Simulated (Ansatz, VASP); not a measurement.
**Zr3S2: VASP beside Ansatz**

INCAR

```
  PREC = Accurate
  ENCUT = 600
  EDIFF = 1E-6
  ISMEAR = -1
  SIGMA = 0.05
  LREAL = False
  LASPH = True
  NELM = 150
  ALGO = Normal
  ISIF = 3
  LWAVE = False
  LCHARG = False
  LMAXMIX = 4
  LDAU = True
  LDAUTYPE = 2
  LDAUL = 2 -1
  LDAUU = 6 0
  LDAUJ = 0 0
  LDAUPRINT = 1
  GGA = PS
  IBRION = 2
  NSW = 60
  EDIFFG = -0.01
```

The input KPOINTS:

```
Automatic mesh
0
Gamma
  6 6 6
```

File POSCAR:

```
Zr3S2
1.0
    2.9025379727      1.6757810799      3.4877732718
   -2.9025379727      1.6757810799      3.4877732718
    0.0000000000     -3.3515621597      3.4877732718
Zr S
3 2
Direct
    0.8387270000      0.5000000000      0.1612730000
    0.5000000000      0.1612730000      0.8387270000
    0.1612730000      0.8387270000      0.5000000000
    0.6650230000      0.6650230000      0.6650230000
    0.3349770000      0.3349770000      0.3349770000
```

The input input.yaml:

```yaml
crystal:
  lattice:
    - [2.9025379727, 1.6757810799, 3.4877732718]
    - [-2.9025379727, 1.6757810799, 3.4877732718]
    - [0.0, -3.3515621597, 3.4877732718]
  atoms:
    - { symbol: Zr, position: [0.838727, 0.5, 0.161273] }
    - { symbol: Zr, position: [0.5, 0.161273, 0.838727] }
    - { symbol: Zr, position: [0.161273, 0.838727, 0.5] }
    - { symbol: S, position: [0.665023, 0.665023, 0.665023] }
    - { symbol: S, position: [0.334977, 0.334977, 0.334977] }
hamiltonian:
  xc: pbesol
  pseudopotentials: { kind: paw }
  hubbard: { sites: [{ species: Zr, l: d, u_eff: 6.0 }] }
kpoints:
  mp_grid: { grid: [6, 6, 6] }
scf:
  occupations: { method: fermi_dirac, width: 0.05 }
output:
  forces: true
  stress: true
  eigenvalues: true
relax:
  f_tol: 0.01
  max_steps: 40
  cell: { stress_tol: 0.05 }
```

Alike in both runs: task relaxation of cell and atoms; functional PBEsol; k mesh 6 × 6 × 6; occupations fermi-dirac, width 0.05 eV; no spin polarisation; Hubbard terms Zr d U = 6.0 eV.

|  | VASP | Ansatz |
| --- | --- | --- |
| version | VASP 6.6.1 | Ansatz 0.2.0 |
| potentials or method | VASP PAW PBE potentials, release 64 (Zr_sv, S) | Ansatz PAW |
| plane-wave cutoff (eV) | 600 | 420 |
| valence electrons in the cell | 48 | 48 |

|  | VASP | Ansatz | Ansatz less VASP |
| --- | --- | --- | --- |
| gap on the k mesh at the Fermi level, each at its own relaxed structure (eV) | none | none | - |
| relaxed volume (Å³/atom) | 21.30 | 21.14 | -0.156 |
| relaxed cell length with the largest relative difference (Å) | 4.918 | 4.920 | +0.0021 |

VASP's potentials were made for PBE, not for PBEsol. The programs project onto different local orbitals, so the same U acts differently, and such runs can settle in different states. A gap of «none» marks a metal or a gap that the smearing closes.

Noted on Ansatz's run: the plane-wave basis is chosen anew once the cell has moved, so the energies of steps on either side of that aren't comparable.
